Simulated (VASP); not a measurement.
Write the native input for VASP 6.6.1 that does the following.

```
Task                   : single point
Functional             : PBE
Potentials or basis    : VASP PAW PBE potentials, release 64 (Sn_d, P)
Cutoff                 : 520 eV
k mesh                 : 4 × 4 × 4
Occupations            : gaussian, width 0.1 eV
Spin                   : no spin polarisation
Dipole correction      : no
Further INCAR settings : ALGO = Normal; EDIFF = 1e-06; NBANDS = 38
```

The structure of Sn4P lies in POSCAR:

```
Sn4P
1.0
   -3.3182236579      3.3182236579      3.3182236579
    3.3182236579     -3.3182236579      3.3182236579
    3.3182236579      3.3182236579     -3.3182236579
Sn P
4 1
Direct
    0.0000000000      0.0000000000      0.5000000000
    0.5000000000      0.0000000000      0.0000000000
    0.5000000000      0.5000000000      0.5000000000
    0.0000000000      0.5000000000      0.0000000000
    0.0000000000      0.0000000000      0.0000000000
```

The cell was generated, and may not be a known phase.

These files were run (other wordings do the same):

INCAR

```
PREC     = Accurate       # precision mode
ENCUT    = 520            # plane-wave cutoff, eV
EDIFF    = 1E-6           # SCF threshold, eV
ISMEAR   = 0              # smearing method
SIGMA    = 0.1            # smearing width, eV
LREAL    = False          # projectors in reciprocal space
LASPH    = True           # aspherical terms in the spheres
NELM     = 80             # most SCF steps
ALGO     = Normal         # electronic algorithm
ISIF     = 2              # what is computed and relaxed
LWAVE    = False          # write WAVECAR
LCHARG   = True           # write CHGCAR
GGA      = PE             # functional
LELF     = True           # ELF
LVHAR    = True         
NBANDS   = 38             # bands
```

KPOINTS

```
Automatic mesh
0
Gamma
  4 4 4
```

Potentials or basis: VASP PAW PBE potentials, release 64 (Sn_d, P).

The run is started by

```sh
$ cat potpaw_PBE.64/Sn_d/POTCAR potpaw_PBE.64/P/POTCAR > POTCAR
$ mpirun -np 1 vasp_std > vasp.out
```

Results of the run:

```yaml
Pressure: -0.1 GPa
Band_gap_on_the_k_mesh: zero (an odd number of electrons rules out a gap without spin polarisation)
```

Caveat: spin-orbit coupling is left out, which moves the levels of the heavy elements.

Run time: 100 s on 1 thread of Intel Xeon 8259CL, on a shared host, peak memory 0.32 GiB.
